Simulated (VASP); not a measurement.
# I (Cmce) in VASP: single point with r2SCAN

Aim: the single point of I with r2SCAN.

Everything below comes from runs of VASP 6.6.1. Logs are shortened: lines on timing, memory, paths and dates and some standing lists are left out, and cuts for length are marked.

### Step 1. The cell of the first run

It takes space group Cmce (No. 64, orthorhombic). Conventional cell: a = 7.735 Å, b = 4.636 Å, c = 9.857 Å, α = 90.00°, β = 90.00°, γ = 90.00°. Within 3.7 Å of I (site symmetry m) lie 3 I at 2.77 to 3.46 Å.

### Step 2. Single point, r2SCAN

Contents of POSCAR:

```
I
1.0
    3.8674937007     -2.3182098157      0.0000000000
    3.8674937007      2.3182098157      0.0000000000
    0.0000000000      0.0000000000      9.8571740622
I
4
Direct
    0.8444604923      0.1555395077      0.8799806154
    0.3444604923      0.6555395077      0.6200193846
    0.1555395077      0.8444604923      0.1200193846
    0.6555395077      0.3444604923      0.3799806154
```

Contents of INCAR.step1:

```
ALGO     = Normal         # electronic algorithm
EDIFF    = 1E-4           # SCF threshold, eV
ENCUT    = 520            # plane-wave cutoff, eV
GGA      = PE             # functional
ISMEAR   = 0              # smearing method
LASPH    = True           # aspherical terms in the spheres
LCHARG   = False          # write CHGCAR
LREAL    = False          # projectors in reciprocal space
LWAVE    = True           # write WAVECAR
NBANDS   = 22             # bands
NELM     = 80             # most SCF steps
PREC     = Accurate       # precision mode
SIGMA    = 0.02           # smearing width, eV
```

Contents of INCAR.step2:

```
ALGO     = Normal         # electronic algorithm
EDIFF    = 1E-6           # SCF threshold, eV
ENCUT    = 520            # plane-wave cutoff, eV
ISIF     = 2              # what is computed and relaxed
ISMEAR   = 0              # smearing method
ISTART   = 1            
LASPH    = True           # aspherical terms in the spheres
LCHARG   = False          # write CHGCAR
LMIXTAU  = True         
LREAL    = False          # projectors in reciprocal space
LWAVE    = False          # write WAVECAR
METAGGA  = R2SCAN         # meta-GGA
NBANDS   = 22             # bands
NELM     = 80             # most SCF steps
PREC     = Accurate       # precision mode
SIGMA    = 0.02           # smearing width, eV
```

Contents of KPOINTS:

```
k-points
0
Gamma
  8 8 4
```

Potentials or basis: VASP PAW PBE potentials, release 64 (I).

Started as:

```sh
> cat potpaw_PBE.64/I/POTCAR > POTCAR
> cp INCAR.step1 INCAR
> mpirun -np 1 vasp_std > vasp.out
> cp INCAR.step2 INCAR
> mpirun -np 1 vasp_std > vasp.out
```

OUTCAR:

```text
EDIFF = 1E-6
   ENCUT = 520
   ISIF = 2
   ISMEAR = 0
   ISTART = 1
   LASPH = True
   LREAL = False
   METAGGA = R2SCAN
   NELM = 80
   PREC = Accurate

 ion  position               nearest neighbor table
   1  0.844  0.156  0.880-   3 2.77   2 3.46   2 3.46
   2  0.344  0.656  0.620-   4 2.77   1 3.46   1 3.46
   3  0.156  0.844  0.120-   1 2.77   4 3.46   4 3.46
   4  0.656  0.344  0.380-   2 2.77   3 3.46   3 3.46

  LATTYP: Found a base centered orthorhombic cell.
 ALAT       =     4.6364196314
 B/A-ratio  =     1.6683104672
 C/A-ratio  =     2.1260314738

  Lattice vectors:

 A1 = (  -3.8674937007,  -2.3182098157,   0.0000000000)
 A2 = (   3.8674937007,  -2.3182098157,   0.0000000000)
 A3 = (   0.0000000000,   0.0000000000,   9.8571740622)

Analysis of symmetry for initial positions (statically):
=====================================================================
 Subroutine PRICEL returns:
 Original cell was already a primitive cell.

 Routine SETGRP: Setting up the symmetry group for a
 base centered orthorhombic supercell.

 Subroutine GETGRP returns: Found  8 space group operations
 (whereof  4 operations were pure point group operations)
 out of a pool of  8 trial point group operations.

The static configuration has the point symmetry C_2h.
 The point group associated with its full space group is D_2h.

Analysis of symmetry for dynamics (positions and initial velocities):
=====================================================================
 Subroutine PRICEL returns:
 Original cell was already a primitive cell.

 Routine SETGRP: Setting up the symmetry group for a
 base centered orthorhombic supercell.

 Subroutine GETGRP returns: Found  8 space group operations
 (whereof  4 operations were pure point group operations)
 out of a pool of  8 trial point group operations.

The dynamic configuration has the point symmetry C_2h.
 The point group associated with its full space group is D_2h.

 Subroutine INISYM returns: Found  8 space group operations
 (whereof  4 operations are pure point group operations),
 and found     1 'primitive' translations

----------------------------------------------------------------------------------------

                                     Primitive cell

  volume of cell :     176.7522

  direct lattice vectors                    reciprocal lattice vectors
     3.867493701 -2.318209816  0.000000000     0.129282693 -0.215683670  0.000000000
     3.867493701  2.318209816  0.000000000     0.129282693  0.215683670  0.000000000
     0.000000000  0.000000000  9.857174062     0.000000000  0.000000000  0.101448954

  length of vectors
     4.509058025  4.509058025  9.857174062     0.251462641  0.251462641  0.101448954

  position of ions in fractional coordinates (direct lattice)
     0.844460492  0.155539508  0.879980615
     0.344460492  0.655539508  0.620019385
     0.155539508  0.844460492  0.120019385
     0.655539508  0.344460492  0.379980615

  ion indices of the primitive-cell ions
   primitive index   ion index
                 1           1
                 2           2
                 3           3
                 4           4

----------------------------------------------------------------------------------------

 KPOINTS: k-points

Automatic generation of k-mesh.
 Grid dimensions read from file:
 generate k-points for:    8    8    4

 Generating k-lattice:

  Cartesian coordinates                     Fractional coordinates (reciprocal lattice)
     0.016160337 -0.026960459  0.000000000     0.125000000  0.000000000  0.000000000
     0.016160337  0.026960459  0.000000000     0.000000000  0.125000000  0.000000000
     0.000000000  0.000000000  0.025362239     0.000000000  0.000000000  0.250000000

  Length of vectors
     0.031432830  0.031432830  0.025362239

  Shift w.r.t. Gamma in fractional coordinates (k-lattice)
     0.000000000  0.000000000  0.000000000

 Subroutine IBZKPT returns following result:
 ===========================================

 Found     63 irreducible k-points:

 Following reciprocal coordinates:
            Coordinates               Weight
  0.000000  0.000000  0.000000      1.000000
  0.125000  0.000000  0.000000      4.000000
  0.250000  0.000000  0.000000      4.000000
  0.375000  0.000000  0.000000      4.000000
  0.500000  0.000000  0.000000      2.000000
  0.125000  0.125000  0.000000      2.000000
[... 16 lines left out ...]
  0.125000  0.000000  0.250000      8.000000
  0.250000  0.000000  0.250000      8.000000
 [... further k-points ...]
   k-points           NKPTS =     63   k-points in BZ     NKDIM =     63   number of bands    NBANDS=     22
   number of dos      NEDOS =    301   number of ions     NIONS =      4
   total plane-waves  NPLWV = 103680
   dimension x,y,z NGX =    36 NGY =   36 NGZ =   80
   dimension x,y,z NGXF=    72 NGYF=   72 NGZF=  160
   ions per type =               4
   NGX,Y,Z   is equivalent  to a cutoff of  13.27, 13.27, 13.49 a.u.
   NGXF,Y,Z  is equivalent  to a cutoff of  26.55, 26.55, 26.98 a.u.
 SYSTEM =  unknown system
   PREC   = accura    normal or accurate (medium, high low for compatibility)
   ISTART =      1    job   : 0-new  1-cont  2-samecut
   ICHARG =      0    charge: 1-file 2-atom 10-const
   ISPIN  =      1    spin polarized calculation?
   LNONCOLLINEAR =      F non collinear calculations
   LSORBIT =      F    spin-orbit coupling
   LASPH  =      T    aspherical Exc in radial PAW
   ENCUT  =  520.0 eV  38.22 Ry    6.18 a.u.   8.38  8.38 18.33*2*pi/ulx,y,z
   NELM   =     80;   NELMIN=  2; NELMDL=  0     # of ELM steps
   EDIFF  = 0.1E-05   stopping-criterion for ELM
   LREAL  =      F    real-space projection
   EDIFFG = 0.1E-04   stopping-criterion for IOM
   NSW    =      0    number of steps for IOM
   IBRION =     -1    ionic relax: 0-MD 1-quasi-New 2-CG
   NFREE  =      0    steps in history (QN), initial steepest desc. (CG)
   ISIF   =      2    stress and relaxation
   ISYM   =      2    0-nonsym 1-usesym 2-fastsym
   POTIM  = 0.5000    time-step for ionic-motion
   TEBEG  =    0.0;   TEEND  =   0.0 temperature during run
   PSTRESS=    0.0 pullay stress
   NELECT =      28.0000    total number of electrons
   NUPDOWN=      -1.0000    fix difference up-down
   EMIN   =  10.00;   EMAX   =-10.00  energy-range for DOS
   EFERMI =   0.00;   METHOD = LEGACY
   ISMEAR =     0;   SIGMA  =   0.02  broadening in eV -4-tet -1-fermi 0-gaus
   EFERMI_NEDOS =   21; number of points for ismear=-14 and -15
   IALGO  =     38    algorithm
   IMIX   =      4    mixing-type and parameters
     AMIX     =   0.40;   BMIX     =  1.00
     AMIX_MAG =   1.60;   BMIX_MAG =  1.00
  volume/ion in A,a.u.               =      44.19       298.20
  Fermi-wavevector in a.u.,A,eV,Ry     =   0.885807  1.673933 10.675873  0.784655
  Thomas-Fermi vector in A             =   2.006890
   LORBIT       =      0    0 simple, 1 ext, 2 COOP (PROOUT), +10 PAW based schemes
   METAGGA = R2SCAN    functional components
   LHFCALC =     F    Hartree Fock is set to
   AEXX    =    0.0000 exact exchange contribution
   IVDW    =     0    specifies the selected vdW correction
   LEPSILON=     F    determine dielectric tensor
   LRPA    =     F    only Hartree local field effects (RPA)
 non-spin polarized calculation
 Gauss-broadening in eV      SIGMA  =   0.02
  energy-cutoff  :      520.00
  volume of cell :      176.75
 maximum number of plane-waves:      4792
 NGX is ok and might be reduce to    36
   NGX = 17   NGY = 17   NGZ = 37

 number of electron      27.9999999 magnetization

 Free energy of the ion-electron system (eV)
  ---------------------------------------------------
  ext. energy  EPLUGINS =         0.00000000
  ---------------------------------------------------
  free energy    TOTEN  =       -98.22681520 eV

  energy without entropy =      -98.22681520  energy(sigma->0) =      -98.22681520

 E-fermi :   2.0552     XC(G=0):  -8.2298

 val. band max:        1.9442386914   @ k =   0.0000   0.0000   0.0000
 cond. band min:       3.1743110636   @ k =   0.5000   0.5000   0.0000
 fundamental gap:      1.2300723722
 Fermi energy:         2.0552013075

 k-point     1 :       0.0000    0.0000    0.0000
  band No.  band energies     occupation
      1     -11.9229      2.00000
      2     -11.2964      2.00000
      3     -10.1209      2.00000
      4      -8.9389      2.00000
      5      -2.6684      2.00000
      6      -1.1712      2.00000
[... 14 lines left out ...]
     21       9.7802      0.00000
     22      10.3468      0.00000

 k-point     2 :       0.1250    0.0000    0.0000
  band No.  band energies     occupation
      1     -11.8680      2.00000
      2     -11.2798      2.00000
      3     -10.0775      2.00000
      4      -8.9912      2.00000
      5      -2.6540      2.00000
      6      -1.3335      2.00000
[... 14 lines left out ...]
     21       9.7199      0.00000
     22       9.8868      0.00000

 k-point     3 :       0.2500    0.0000    0.0000
  band No.  band energies     occupation
      1     -11.7186      2.00000
      2     -11.2492      2.00000
      3      -9.9570      2.00000
      4      -9.1386      2.00000
      5      -2.6573      2.00000
      6      -1.8260      2.00000
[... 14 lines left out ...]
     21       9.7989      0.00000
     22      10.1280      0.00000

 k-point     4 :       0.3750    0.0000    0.0000
  band No.  band energies     occupation
      1     -11.5210      2.00000
      2     -11.2548      2.00000
      3      -9.7824      2.00000
      4      -9.3487      2.00000
      5      -2.7066      2.00000
      6      -2.3488      2.00000
[... 14 lines left out ...]
     21      10.1525      0.00000
     22      11.1671      0.00000

 k-point     5 :       0.5000    0.0000    0.0000
  band No.  band energies     occupation
      1     -11.3462      2.00000
      2     -11.3462      2.00000
      3      -9.5744      2.00000
      4      -9.5744      2.00000
      5      -2.6518      2.00000
      6      -2.6518      2.00000
[... 14 lines left out ...]
     21      10.9451      0.00000
     22      10.9451      0.00000

 k-point     6 :       0.1250    0.1250    0.0000
  band No.  band energies     occupation
      1     -11.8906      2.00000
      2     -11.2726      2.00000
      3     -10.0922      2.00000
      4      -8.9317      2.00000
      5      -2.6391      2.00000
      6      -1.2044      2.00000
[... 14 lines left out ...]
     21       9.9184      0.00000
     22      10.1665      0.00000

 k-point     7 :       0.2500    0.1250    0.0000
  band No.  band energies     occupation
      1     -11.8101      2.00000
      2     -11.2394      2.00000
      3     -10.0264      2.00000
      4      -8.9821      2.00000
      5      -2.6076      2.00000
      6      -1.3962      2.00000
[... 324 lines left out ...]
      6      -1.9769      2.00000
[... 14 lines left out ...]
     21      10.2247      0.00000
     22      10.4658      0.00000

 k-point    21 :       0.5000    0.5000    0.0000
  band No.  band energies     occupation
      1     -11.6912      2.00000
      2     -11.1282      2.00000
      3      -9.9167      2.00000
      4      -8.8895      2.00000
      5      -2.4496      2.00000
      6      -1.5513      2.00000
[... 14 lines left out ...]
     21      10.9780      0.00000
     22      11.1603      0.00000

 k-point    22 :       0.0000    0.0000    0.2500
  band No.  band energies     occupation
      1     -11.8603      2.00000
      2     -11.4401      2.00000
      3      -9.9054      2.00000
      4      -9.0944      2.00000
      5      -2.4764      2.00000
      6      -1.4537      2.00000
[... 14 lines left out ...]
     21       9.7649      0.00000
     22      10.0473      0.00000

 k-point    23 :       0.1250    0.0000    0.2500
  band No.  band energies     occupation
      1     -11.8080      2.00000
      2     -11.4112      2.00000
      3      -9.8808      2.00000
      4      -9.1331      2.00000
      5      -2.4958      2.00000
      6      -1.6105      2.00000
[... 14 lines left out ...]
     21       9.6687      0.00000
     22       9.8075      0.00000

 k-point    24 :       0.2500    0.0000    0.2500
  band No.  band energies     occupation
      1     -11.6675      2.00000
      2     -11.3455      2.00000
      3      -9.8134      2.00000
      4      -9.2451      2.00000
      5      -2.5544      2.00000
      6      -1.9407      2.00000
[... 14 lines left out ...]
     21       9.6613      0.00000
     22       9.8944      0.00000

 [... further k-points ...]
[... 5 lines left out ...]
  --------------------------------------------------------------------------------------
  -------------------------------------------------------------------------------------
  Total       -0.0063791     -0.0712121     -0.1065485      0.0000000     -0.0000000      0.0000000
  in kB       -0.0578233     -0.6455048     -0.9658135      0.0000000     -0.0000000      0.0000000
  external PRESSURE =      -0.5563805 kB  Pullay stress =       0.0000000 kB

 VOLUME and BASIS-vectors are now :
 -----------------------------------------------------------------------------
  energy-cutoff  :      520.00
  volume of cell :      176.75
      direct lattice vectors                 reciprocal lattice vectors
     3.867493701 -2.318209816  0.000000000     0.129282693 -0.215683670  0.000000000
     3.867493701  2.318209816  0.000000000     0.129282693  0.215683670  0.000000000
     0.000000000  0.000000000  9.857174062     0.000000000  0.000000000  0.101448954

 POSITION                                       TOTAL-FORCE (eV/Angst)
 -----------------------------------------------------------------------------------
      3.86749     -1.59706      8.67412         0.000000     -0.004992      0.002608
      3.86749      0.72115      6.11164         0.000000     -0.004992     -0.002608
      3.86749      1.59706      1.18305         0.000000      0.004992     -0.002608
      3.86749     -0.72115      3.74554         0.000000      0.004992      0.002608
 -----------------------------------------------------------------------------------
    total drift:                               -0.000000     -0.000000     -0.000000

  FREE ENERGIE OF THE ION-ELECTRON SYSTEM (eV)
  ---------------------------------------------------
  free  energy   TOTEN  =       -98.2268151961 eV

  energy  without entropy=      -98.2268151961  energy(sigma->0) =      -98.22681520
```

Wall time 24 min (1 thread of Oxide Virtual Turin-like, shared host); peak memory 0.42 GiB.

What came out:

| Item | Value |
| --- | --- |
| Free energy | -98.2268 eV |
| Pressure | -0.1 GPa |
| Largest force | 0.006 eV/Å |
| Band gap on the k mesh | 1.23 eV (least direct gap 1.31 eV) |

Forces in eV/Å, atoms in the order of the input:
```
I    0.000 -0.005  0.003
I    0.000 -0.005 -0.003
I    0.000  0.005 -0.003
I    0.000  0.005  0.003
```

Levels at points of the mesh, in eV from the valence-band top:
```csv
k point,band 10,band 11,band 12,band 13,band 14,band 15,band 16,band 17,band 18,band 19
"(0.00, 0.00, 0.00)",-1.27,-1.20,-0.59,-0.39,0.00,1.31,2.19,5.62,5.64,5.96
"(0.50, 0.00, 0.00)",-1.77,-1.43,-1.43,-0.65,-0.65,2.32,2.32,5.83,5.83,7.78
"(0.50, 0.50, 0.00)",-1.93,-1.75,-1.40,-0.74,-0.34,1.23,1.96,5.52,6.51,6.55
"(0.00, 0.00, 0.50)",-1.40,-0.96,-0.96,-0.16,-0.16,1.61,1.61,6.02,6.02,6.51
"(0.50, 0.00, 0.50)",-1.86,-0.82,-0.82,-0.04,-0.04,1.61,1.61,6.22,6.22,6.90
"(0.50, 0.50, 0.50)",-1.81,-1.16,-1.16,-1.01,-1.01,1.46,1.46,6.48,6.48,7.50
```

Caveat: the PAW data sets were made with another functional, which shifts forces and pressure a little; spin-orbit coupling is left out, which moves the levels of the heavy elements.
